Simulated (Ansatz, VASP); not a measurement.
## Two plane-wave programs on Zr5N

```
Zr N
1.0
     0.00000    4.45409    4.45409
     4.45409    0.00000    4.45409
     4.45409    4.45409    0.00000
Zr N
5 1
Direct
  0.75000 0.75000 0.75000
  0.11740 0.11740 0.11740
  0.11740 0.11740 0.64781
  0.11740 0.64781 0.11740
  0.64781 0.11740 0.11740
  0.25000 0.25000 0.25000
```

Alike in both runs: functional PBE; k mesh 4 × 4 × 4; occupations gaussian, width 0.1 eV; no spin polarisation.

Ansatz relaxed the structure, and its values are those at the end. VASP's run is a single point on that final structure, the one shown.

|  | VASP | Ansatz |
| --- | --- | --- |
| version | VASP 6.6.1 | Ansatz 0.2.0 |
| potentials or method | VASP PAW PBE potentials, release 64 (Zr_sv, N), cutoff 520 eV | scalar-relativistic, plane waves, PAW |
| valence electrons in the cell | 65 | 65 |

Ansatz gave:

| Property | Result |
| --- | --- |
| gap on the k mesh at the Fermi level (eV) | none |
| pressure (GPa) | 0.1 |
| rms of the force components (eV/Å) | 0.010 |

Problem. Which values does VASP return?

Solution. gap on the k mesh at the Fermi level (eV): none; pressure (GPa): 0.2; rms of the force components (eV/Å): 0.022.

A gap of «none» marks a metal or a gap that the smearing closes.
